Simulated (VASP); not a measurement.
Runs of VASP 6.6.1 on BaTe. The structure is that of space group Fm-3m (No. 225), or close to it. The cells are those of the table. 

```csv
cell,gap on the mesh (eV),pressure (GPa)
"a = 4.699 Å, angles 60.0°, 2 atoms",1.10,6.7
"a = 4.822 Å, angles 60.0°, 2 atoms",(c),2.8
"a = 4.741 Å, angles 60.0°, 2 atoms",1.18,(b)
"a = 4.902 Å, angles 60.0°, 2 atoms",1.45,0.9
"a = 4.978 Å, angles 60.0°, 2 atoms",(a),-0.6
```

Alike in all rows: task single point; level PBE+D3(BJ); potentials or basis VASP PAW PBE potentials, release 64 (Ba_sv, Te); no spin polarisation; k mesh 6 × 6 × 6; cutoff (eV) 500; smearing gaussian 0.01 eV.

Problem. Estimate the missing entries.

Solution. (a) 1.56; (b) 5.2; (c) 1.33.

Caveats: three body term missing; spin-orbit coupling is left out, which moves the levels of the heavy elements.

A k mesh can miss the band edges, and the runs leave out spin-orbit coupling on Ba, Te.
